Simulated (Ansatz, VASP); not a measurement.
# Co in VASP and in Ansatz

```
Co
1.0
     0.00000    2.53400    2.53400
     2.53400    0.00000    2.53400
     2.53400    2.53400    0.00000
Co
2
Direct
  0.00000 0.00000 0.00000
  0.25000 0.25000 0.25000
```

Alike in both runs: functional PBE; k mesh 6 × 6 × 6; occupations gaussian, width 0.1 eV; collinear spin.

Ansatz relaxed the structure, and its values are those at the end. VASP's run is a single point on that final structure, the one shown.

|  | VASP | Ansatz |
| --- | --- | --- |
| version | VASP 6.6.1 | Ansatz 0.2.0 |
| potentials or method | VASP PAW PBE potentials, release 64 (Co), cutoff 520 eV | scalar-relativistic, plane waves, PAW |
| valence electrons in the cell | 18 | 34 |

|  | VASP | Ansatz | Ansatz less VASP |
| --- | --- | --- | --- |
| gap on the k mesh at the Fermi level (eV) | none | none | - |
| pressure (GPa) | -0.1 | 0.1 | +0.25 |
| net moment per atom (μB) | 1.65 | 1.65 | +0.001 |
| size of the moment on the site where the two differ most (μB) | 1.66 | 1.69 | +0.030 |

Site moments also hang on the region over which each program counts them. A gap of «none» marks a metal or a gap that the smearing closes. The functional is the same, so the differences come from potentials, cutoffs and numerics. VASP's potentials hold 18 valence electrons a cell and Ansatz's 34, so a difference there can come from the potentials and not from the codes.
